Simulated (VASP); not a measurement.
Here is a VASP 6.6.1 calculation.

INCAR

```
SYSTEM = Al
PREC = Accurate ; ENCUT = 520
EDIFF = 1E-6 ; ISMEAR = 0
SIGMA = 0.15 ; LREAL = .False.
LASPH = .True. ; NELM = 100
ALGO = Fast ; ISIF = 2
LWAVE = .False. ; LCHARG = .False.
GGA = PS ; NBANDS = 10
```

File KPOINTS:

```
Automatic mesh
0
Gamma
  18 18 10
  0 0 0
```

File POSCAR:

```
Al
1.0
    2.8124553515      0.0000000000      0.0000000000
   -1.4062276757      2.4356577814      0.0000000000
    0.0000000000      0.0000000000      4.8668500000
Al
2
Direct
    0.5866653966      0.3333333333      0.7500000000
    0.3333333333      0.6666666667      0.2500000000
```

Potentials or basis: VASP PAW PBE potentials, release 64 (Al).

Command:

```console
$ cat potpaw_PBE.64/Al/POTCAR > POTCAR
$ mpirun -np 1 vasp_std > vasp.out
```

(1) Estimate the pressure.

(2) Predict the band gap on the k mesh.

## Answers

(1) -1.0 GPa.

(2) zero (band 3 reaches 11.54 eV, above the bottom of band 4 at 4.68 eV).

Caveat: the cell differs from its parent crystal (atom 1 (Al) moved by (-0.225, +0.000) A along x and y); the PAW data sets were made with another functional, which shifts forces and pressure a little.
